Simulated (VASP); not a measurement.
A run of VASP 6.6.1 is set up as follows.

File INCAR:

```
PREC = Accurate ; ENCUT = 520
EDIFF = 1E-7 ; ISMEAR = 0
SIGMA = 0.1 ; LREAL = F
LASPH = T ; NELM = 60
ALGO = Normal ; ISIF = 2
LWAVE = F ; LCHARG = T
LDIPOL = T ; IDIPOL = 3
DIPOL = 0.5 0.5 0.459 ; GGA = PE
IVDW = 12 ; LELF = T
LVHAR = T ; LVACPOTAV = T
NBANDS = 78
```

Contents of KPOINTS:

```
Automatic mesh
0
Gamma
  4 4 1
```

The input POSCAR:

```
Ag
1.0
    5.7606628207      0.0000000000      0.0000000000
   -2.8803314104      4.9888803454      0.0000000000
    0.0000000000      0.0000000000     22.7035614970
Ag
12
Direct
    0.3333333333      0.1666666667      0.3523676231
    0.3333333333      0.6666666667      0.3523676231
    0.8333333333      0.1666666667      0.3523676231
    0.8333333333      0.6666666667      0.3523676231
    0.6735663130      0.3276466834      0.4674517658
    0.6615020621      0.8312115760      0.4547802038
    0.1695355132      0.3389488124      0.4547436929
    0.1672585163      0.8336121456      0.4628201823
   -0.0189415077      0.5247175199      0.5762505387
   -0.0335013074      0.0338483006      0.5541509973
    0.4891887829      0.5111191552      0.5572807476
    0.4783064389      0.0221014309      0.5763196843
```

Potentials or basis: VASP PAW PBE potentials, release 64 (Ag).

The run is started by

```bash
$ cat potpaw_PBE.64/Ag/POTCAR > POTCAR
$ mpirun -np 1 vasp_std > vasp.out
```

(1) Estimate the largest force.

(2) Predict the dispersion energy per atom.

Results:

(1) 0.716 eV/Å.

(2) -0.400 eV.
